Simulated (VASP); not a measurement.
Input of a VASP 6.6.1 run:

The input POSCAR:

```
Pb
1.0
   -1.9796595667      1.9796595667      1.9796595667
    1.9796595667     -1.9796595667      1.9796595667
    1.9796595667      1.9796595667     -1.9796595667
Pb
1
Direct
    0.0000000000      0.0000000000      0.0000000000
```

INCAR.step1

```
SYSTEM = Pb
  PREC = Accurate
  ENCUT = 520
  EDIFF = 1E-5
  ISMEAR = 1
  SIGMA = 0.025
  LREAL = .False.
  LASPH = .True.
  NELM = 60
  ALGO = Normal
  ISIF = 2
  LWAVE = .True.
  LCHARG = .False.
  GGA = PE
  NBANDS = 13
```

The input INCAR.step2:

```
SYSTEM = Pb
  PREC = Accurate
  ENCUT = 520
  EDIFF = 1E-7
  ISMEAR = 1
  SIGMA = 0.025
  LREAL = .False.
  LASPH = .True.
  NELM = 60
  ALGO = Normal
  ISIF = 2
  LWAVE = .False.
  LCHARG = .False.
  METAGGA = R2SCAN
  LHFCALC = .True.
  AEXX = 0.25
  LMIXTAU = .True.
  PRECFOCK = Normal
  ISTART = 1
  NBANDS = 13
```

Contents of KPOINTS:

```
Automatic mesh
0
Gamma
  6 6 6
  0 0 0
```

Potentials or basis: VASP PAW PBE potentials, release 64 (Pb_d).

Launch:

```sh
$ cat potpaw_PBE.64/Pb_d/POTCAR > POTCAR
$ cp INCAR.step1 INCAR
$ mpirun -np 1 vasp_std > vasp.out
$ cp INCAR.step2 INCAR
$ mpirun -np 1 vasp_std > vasp.out
```

Question: Estimate the band gap on the k mesh.

Answer: Zero (bands 7 and 8 overlap by 11.50 eV).

Question: Estimate the pressure.

Answer: -1.5 GPa.

Caveat: the k points lie up to 0.37 Å⁻¹ apart, too coarse for converged energies and pressures of a metal; the PAW data sets were made with another functional, which shifts forces and pressure a little; spin-orbit coupling is left out, which moves the levels of the heavy elements.
